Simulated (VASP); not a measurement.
# Pb (Im-3m) in VASP: notebook

The runs below take Pb through single point, with r2SCAN.

Program: VASP 6.6.1. These are calculated values, not measurements. Logs are shortened: lines on timing, memory, paths and dates and some standing lists are left out, and cuts for length are marked.

## Step 1: The cell of the first run

The structure is cubic, space group Im-3m (No. 229). Conventional cell: a = 4.062 Å, b = 4.062 Å, c = 4.062 Å, α = 90.00°, β = 90.00°, γ = 90.00°. Within 4.6 Å of Pb (site symmetry m-3m) lie 14 Pb at 3.52 to 4.06 Å.

This isn't the form of Pb at room conditions, which is fcc.

## Step 2: Single point, r2SCAN (33.52 Å³/atom)

The input, POSCAR:

```
Pb
1.0
   -2.0312399267      2.0312399267      2.0312399267
    2.0312399267     -2.0312399267      2.0312399267
    2.0312399267      2.0312399267     -2.0312399267
Pb
1
Direct
    0.0000000000      0.0000000000      0.0000000000
```

The input, INCAR.step1:

```
SYSTEM = Pb
  ALGO = Normal
  EDIFF = 1E-4
  ENCUT = 520
  GGA = PE
  ISMEAR = -1
  LASPH = .TRUE.
  LCHARG = .FALSE.
  LREAL = .FALSE.
  LWAVE = .TRUE.
  NBANDS = 13
  NELM = 60
  PREC = Accurate
  SIGMA = 0.1
```

The input, INCAR.step2:

```
SYSTEM = Pb
  ALGO = Normal
  EDIFF = 1E-6
  ENCUT = 520
  ISIF = 2
  ISMEAR = -1
  ISTART = 1
  LASPH = .TRUE.
  LCHARG = .FALSE.
  LMIXTAU = .TRUE.
  LREAL = .FALSE.
  LWAVE = .FALSE.
  METAGGA = R2SCAN
  NBANDS = 13
  NELM = 60
  PREC = Accurate
  SIGMA = 0.1
```

The input, KPOINTS:

```
k-points
0
G
  13 13 13
  0 0 0
```

Potentials or basis: VASP PAW PBE potentials, release 64 (Pb_d).

Run with:

```bash
$ cat potpaw_PBE.64/Pb_d/POTCAR > POTCAR
$ cp INCAR.step1 INCAR
$ mpirun -np 1 vasp_std > vasp.out
$ cp INCAR.step2 INCAR
$ mpirun -np 1 vasp_std > vasp.out
```

OUTCAR:

```text
SYSTEM = Pb
   EDIFF = 1E-6
   ENCUT = 520
   ISIF = 2
   ISMEAR = -1
   ISTART = 1
   LASPH = .TRUE.
   LREAL = .FALSE.
   METAGGA = R2SCAN
   NELM = 60
   PREC = Accurate

 ion  position               nearest neighbor table
   1  0.000  0.000  0.000-

  LATTYP: Found a body centered cubic cell.
 ALAT       =     4.0624798534

  Lattice vectors:

 A1 = (  -2.0312399267,   2.0312399267,   2.0312399267)
 A2 = (   2.0312399267,  -2.0312399267,   2.0312399267)
 A3 = (   2.0312399267,   2.0312399267,  -2.0312399267)

Analysis of symmetry for initial positions (statically):
=====================================================================
 Subroutine PRICEL returns:
 Original cell was already a primitive cell.

 Routine SETGRP: Setting up the symmetry group for a
 body centered cubic supercell.

 Subroutine GETGRP returns: Found 48 space group operations
 (whereof 48 operations were pure point group operations)
 out of a pool of 48 trial point group operations.

The static configuration has the point symmetry O_h .

Analysis of symmetry for dynamics (positions and initial velocities):
=====================================================================
 Subroutine PRICEL returns:
 Original cell was already a primitive cell.

 Routine SETGRP: Setting up the symmetry group for a
 body centered cubic supercell.

 Subroutine GETGRP returns: Found 48 space group operations
 (whereof 48 operations were pure point group operations)
 out of a pool of 48 trial point group operations.

The dynamic configuration has the point symmetry O_h .

 Subroutine INISYM returns: Found 48 space group operations
 (whereof 48 operations are pure point group operations),
 and found     1 'primitive' translations

----------------------------------------------------------------------------------------

                                     Primitive cell

  volume of cell :      33.5231

  direct lattice vectors                    reciprocal lattice vectors
    -2.031239927  2.031239927  2.031239927     0.000000000  0.246155067  0.246155067
     2.031239927 -2.031239927  2.031239927     0.246155067  0.000000000  0.246155067
     2.031239927  2.031239927 -2.031239927     0.246155067  0.246155067  0.000000000

  length of vectors
     3.518210755  3.518210755  3.518210755     0.348115834  0.348115834  0.348115834

  position of ions in fractional coordinates (direct lattice)
     0.000000000  0.000000000  0.000000000

  ion indices of the primitive-cell ions
   primitive index   ion index
                 1           1

----------------------------------------------------------------------------------------

 KPOINTS: k-points

Automatic generation of k-mesh.
 Grid dimensions read from file:
 generate k-points for:   13   13   13

 Generating k-lattice:

  Cartesian coordinates                     Fractional coordinates (reciprocal lattice)
     0.000000000  0.018935005  0.018935005     0.076923077  0.000000000  0.000000000
     0.018935005  0.000000000  0.018935005     0.000000000  0.076923077  0.000000000
     0.018935005  0.018935005  0.000000000     0.000000000  0.000000000  0.076923077

  Length of vectors
     0.026778141  0.026778141  0.026778141

  Shift w.r.t. Gamma in fractional coordinates (k-lattice)
     0.000000000  0.000000000  0.000000000

 Subroutine IBZKPT returns following result:
 ===========================================

 Found     84 irreducible k-points:

 Following reciprocal coordinates:
            Coordinates               Weight
  0.000000  0.000000  0.000000      1.000000
  0.076923  0.000000  0.000000     12.000000
  0.153846  0.000000  0.000000     12.000000
  0.230769  0.000000  0.000000     12.000000
  0.307692  0.000000  0.000000     12.000000
  0.384615  0.000000  0.000000     12.000000
[... 16 lines left out ...]
  0.153846  0.076923  0.076923     24.000000
  0.230769  0.076923  0.076923     24.000000
 [... further k-points ...]
   k-points           NKPTS =     84   k-points in BZ     NKDIM =     84   number of bands    NBANDS=     13
   number of dos      NEDOS =    301   number of ions     NIONS =      1
   total plane-waves  NPLWV =  21952
   dimension x,y,z NGX =    28 NGY =   28 NGZ =   28
   dimension x,y,z NGXF=    56 NGYF=   56 NGZF=   56
   ions per type =               1
   NGX,Y,Z   is equivalent  to a cutoff of  13.23, 13.23, 13.23 a.u.
   NGXF,Y,Z  is equivalent  to a cutoff of  26.46, 26.46, 26.46 a.u.
 SYSTEM =  Pb
   PREC   = accura    normal or accurate (medium, high low for compatibility)
   ISTART =      1    job   : 0-new  1-cont  2-samecut
   ICHARG =      0    charge: 1-file 2-atom 10-const
   ISPIN  =      1    spin polarized calculation?
   LNONCOLLINEAR =      F non collinear calculations
   LSORBIT =      F    spin-orbit coupling
   LASPH  =      T    aspherical Exc in radial PAW
   ENCUT  =  520.0 eV  38.22 Ry    6.18 a.u.   6.54  6.54  6.54*2*pi/ulx,y,z
   NELM   =     60;   NELMIN=  2; NELMDL=  0     # of ELM steps
   EDIFF  = 0.1E-05   stopping-criterion for ELM
   LREAL  =      F    real-space projection
   EDIFFG = 0.1E-04   stopping-criterion for IOM
   NSW    =      0    number of steps for IOM
   IBRION =     -1    ionic relax: 0-MD 1-quasi-New 2-CG
   NFREE  =      0    steps in history (QN), initial steepest desc. (CG)
   ISIF   =      2    stress and relaxation
   ISYM   =      2    0-nonsym 1-usesym 2-fastsym
   POTIM  = 0.5000    time-step for ionic-motion
   TEBEG  =    0.0;   TEEND  =   0.0 temperature during run
   PSTRESS=    0.0 pullay stress
   NELECT =      14.0000    total number of electrons
   NUPDOWN=      -1.0000    fix difference up-down
   EMIN   =  10.00;   EMAX   =-10.00  energy-range for DOS
   EFERMI =   0.00;   METHOD = LEGACY
   ISMEAR =    -1;   SIGMA  =   0.10  broadening in eV -4-tet -1-fermi 0-gaus
   EFERMI_NEDOS =   21; number of points for ismear=-14 and -15
   IALGO  =     38    algorithm
   IMIX   =      4    mixing-type and parameters
     AMIX     =   0.40;   BMIX     =  1.00
     AMIX_MAG =   1.60;   BMIX_MAG =  1.00
  volume/ion in A,a.u.               =      33.52       226.22
  Fermi-wavevector in a.u.,A,eV,Ry     =   1.223685  2.312429 20.373430  1.497405
  Thomas-Fermi vector in A             =   2.358787
   LORBIT       =      0    0 simple, 1 ext, 2 COOP (PROOUT), +10 PAW based schemes
   METAGGA = R2SCAN    functional components
   LHFCALC =     F    Hartree Fock is set to
   AEXX    =    0.0000 exact exchange contribution
   IVDW    =     0    specifies the selected vdW correction
   LEPSILON=     F    determine dielectric tensor
   LRPA    =     F    only Hartree local field effects (RPA)
 non-spin polarized calculation
  energy-cutoff  :      520.00
  volume of cell :       33.52
 maximum number of plane-waves:       935
 NGX is ok and might be reduce to    28
   NGX = 13   NGY = 13   NGZ = 13

 number of electron      14.0000000 magnetization

 Free energy of the ion-electron system (eV)
  ---------------------------------------------------
  ext. energy  EPLUGINS =         0.00000000
  ---------------------------------------------------
  free energy    TOTEN  =       -56.22847340 eV

  energy without entropy =      -56.20973004  energy(sigma->0) =      -56.21910172

 E-fermi :   6.1630     XC(G=0): -10.3879

 val. band max:        6.1490457327   @ k =  -0.4615   0.4615   0.3846
 cond. band min:       6.1656575880   @ k =  -0.3077   0.3077   0.2308
 fundamental gap:      0.0166118554
 Fermi energy:         6.1629760880

 k-point     1 :       0.0000    0.0000    0.0000
  band No.  band energies     occupation
      1     -11.5648      2.00000
      2     -11.5648      2.00000
      3     -11.5648      2.00000
      4     -11.3706      2.00000
      5     -11.3706      2.00000
      6      -5.4828      2.00000
      7      13.1926      0.00000
      8      13.1926      0.00000
      9      13.1926      0.00000
     10      17.4459      0.00000
     11      17.8580      0.00000
     12      17.8580      0.00000
     13      17.8580      0.00000

 k-point     2 :       0.0769    0.0000    0.0000
  band No.  band energies     occupation
      1     -11.5685      2.00000
      2     -11.5596      2.00000
      3     -11.5475      2.00000
      4     -11.3749      2.00000
      5     -11.3712      2.00000
      6      -5.3693      2.00000
      7      12.0445      0.00000
      8      12.8243      0.00000
      9      13.0729      0.00000
     10      16.8898      0.00000
     11      17.3680      0.00000
     12      17.6980      0.00000
     13      18.2650      0.00000

 k-point     3 :       0.1538    0.0000    0.0000
  band No.  band energies     occupation
      1     -11.5789      2.00000
      2     -11.5472      2.00000
      3     -11.4994      2.00000
      4     -11.3853      2.00000
      5     -11.3726      2.00000
      6      -5.0299      2.00000
      7       9.8937      0.00000
      8      11.9929      0.00000
      9      12.7346      0.00000
     10      15.7712      0.00000
     11      16.6544      0.00000
     12      17.6312      0.00000
     13      19.1992      0.00000

 k-point     4 :       0.2308    0.0000    0.0000
  band No.  band energies     occupation
      1     -11.5934      2.00000
      2     -11.5362      2.00000
      3     -11.4305      2.00000
      4     -11.3953      2.00000
      5     -11.3745      2.00000
      6      -4.4719      2.00000
      7       7.6428      0.00000
      8      11.0776      0.00000
      9      12.2697      0.00000
     10      14.9221      0.00000
     11      16.0531      0.00000
     12      17.9341      0.00000
     13      19.7092      0.00000

 k-point     5 :       0.3077    0.0000    0.0000
  band No.  band energies     occupation
      1     -11.6088      2.00000
      2     -11.5355      2.00000
      3     -11.3967      2.00000
      4     -11.3765      2.00000
      5     -11.3560      2.00000
      6      -3.7211      2.00000
      7       5.5444      1.99589
      8      10.2822      0.00000
      9      11.8105      0.00000
     10      14.3210      0.00000
     11      15.6015      0.00000
     12      18.5618      0.00000
     13      20.1955      0.00000
[... 257 lines left out ...]
 k-point    22 :       0.0769    0.0769    0.0769
  band No.  band energies     occupation
      1     -11.5687      2.00000
      2     -11.5687      2.00000
      3     -11.4624      2.00000
      4     -11.3806      2.00000
      5     -11.3806      2.00000
      6      -4.8054      2.00000
      7       9.0212      0.00000
      8      11.5995      0.00000
      9      11.5995      0.00000
     10      16.8096      0.00000
     11      16.8096      0.00000
     12      18.5152      0.00000
     13      18.6903      0.00000

 k-point    23 :       0.1538    0.0769    0.0769
  band No.  band energies     occupation
      1     -11.5829      2.00000
      2     -11.5548      2.00000
      3     -11.4068      2.00000
      4     -11.3892      2.00000
      5     -11.3791      2.00000
      6      -4.2540      2.00000
      7       7.2889      0.00003
      8      10.2042      0.00000
      9      10.9647      0.00000
     10      16.6439      0.00000
     11      17.1340      0.00000
     12      18.6335      0.00000
     13      19.5019      0.00000

 k-point    24 :       0.2308    0.0769    0.0769
  band No.  band energies     occupation
      1     -11.5970      2.00000
      2     -11.5408      2.00000
      3     -11.3944      2.00000
      4     -11.3784      2.00000
      5     -11.3515      2.00000
      6      -3.5196      2.00000
      7       5.5116      1.99704
      8       9.1227      0.00000
      9      10.4218      0.00000
     10      16.1851      0.00000
     11      17.1848      0.00000
     12      18.9596      0.00000
     13      20.2825      0.00000

 [... further k-points ...]

------------------------ aborting loop because EDIFF is reached ----------------------------------------

  FORCE on cell =-STRESS in cart. coord.  units (eV):
  Direction    XX          YY          ZZ          XY          YZ          ZX
  --------------------------------------------------------------------------------------
  -------------------------------------------------------------------------------------
  Total       -0.6001501     -0.6001501     -0.6001501     -0.0000000      0.0000000     -0.0000000
  in kB      -28.6831495    -28.6831495    -28.6831495     -0.0000000      0.0000000     -0.0000000
  external PRESSURE =     -28.6831495 kB  Pullay stress =       0.0000000 kB

 VOLUME and BASIS-vectors are now :
 -----------------------------------------------------------------------------
  energy-cutoff  :      520.00
  volume of cell :       33.52
      direct lattice vectors                 reciprocal lattice vectors
    -2.031239927  2.031239927  2.031239927     0.000000000  0.246155067  0.246155067
     2.031239927 -2.031239927  2.031239927     0.246155067  0.000000000  0.246155067
     2.031239927  2.031239927 -2.031239927     0.246155067  0.246155067  0.000000000

 POSITION                                       TOTAL-FORCE (eV/Angst)
 -----------------------------------------------------------------------------------
      0.00000      0.00000      0.00000        -0.000000      0.000000      0.000000
 -----------------------------------------------------------------------------------
    total drift:                               -0.000000     -0.000000     -0.000000

  FREE ENERGIE OF THE ION-ELECTRON SYSTEM (eV)
  ---------------------------------------------------
  free  energy   TOTEN  =       -56.2284734034 eV

  energy  without entropy=      -56.2097300425  energy(sigma->0) =      -56.21910172
```

Run time: 3.9 min. Hardware: 1 thread of Intel Xeon 8259CL, shared host; peak memory 0.18 GiB.

Results:

```
Free energy            : -56.2285 eV
Pressure               : -2.9 GPa
Band gap on the k mesh : zero (bands 7 and 8 overlap by 8.79 eV)
```

Levels at points of the mesh, in eV from the Fermi level:
| k point | band 4 | band 5 | band 6 | band 7 | band 8 | band 9 | band 10 | band 11 |
| --- | --- | --- | --- | --- | --- | --- | --- | --- |
| (0.00, 0.00, 0.00) | -17.53 | -17.53 | -11.65 | 7.03 | 7.03 | 7.03 | 11.28 | 11.70 |

Caveat: the PAW data sets were made with another functional, which shifts forces and pressure a little; spin-orbit coupling is left out, which moves the levels of the heavy elements.

(Continued in part 2 of 2.)

The gap in the log of VASP goes by the Fermi energy; the results here count the filled bands.